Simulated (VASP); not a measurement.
A run of VASP 6.6.1:

The input POSCAR:

```
PbSe
1.0
    0.0000000000      3.4232041310      3.4232041310
    3.4232041310      0.0000000000      3.4232041310
    3.4232041310      3.4232041310      0.0000000000
Pb Se
1 1
Direct
    0.0000000000      0.0000000000      0.0000000000
    0.2500000000      0.2500000000      0.2500000000
```

The input INCAR.step1:

```
PREC = Accurate ; ENCUT = 520
EDIFF = 1E-5 ; ISMEAR = 0
SIGMA = 0.01 ; LREAL = False
LASPH = True ; NELM = 80
ALGO = Normal ; ISIF = 2
LWAVE = True ; LCHARG = False
NBANDS = 17 ; GGA = PE
```

INCAR.step2

```
PREC = Accurate ; ENCUT = 520
EDIFF = 1E-6 ; ISMEAR = 0
SIGMA = 0.01 ; LREAL = False
LASPH = True ; NELM = 80
ALGO = Normal ; ISIF = 2
LWAVE = False ; LCHARG = False
GGA = PE ; LHFCALC = True
AEXX = 0.4 ; HFSCREEN = 0.5
PRECFOCK = Normal ; NBANDS = 17
ISTART = 1
```

File KPOINTS:

```
regular mesh
0
Gamma
  4 4 4
```

Potentials or basis: VASP PAW PBE potentials, release 64 (Pb_d, Se).

Launch:

```console
$ cat potpaw_PBE.64/Pb_d/POTCAR potpaw_PBE.64/Se/POTCAR > POTCAR
$ cp INCAR.step1 INCAR
$ mpirun -np 1 vasp_std > vasp.out
$ cp INCAR.step2 INCAR
$ mpirun -np 1 vasp_std > vasp.out
```

Hardware: 1 thread of Intel(R) Xeon(R) Platinum 8488C (Sapphire Rapids), on a shared host.

Question: How long does it take, and how much memory?

Answer: Wall time 11 min on 1 thread of Intel(R) Xeon(R) Platinum 8488C (Sapphire Rapids), with other jobs on the host, peak memory 0.33 GiB. Counts: k points 8.
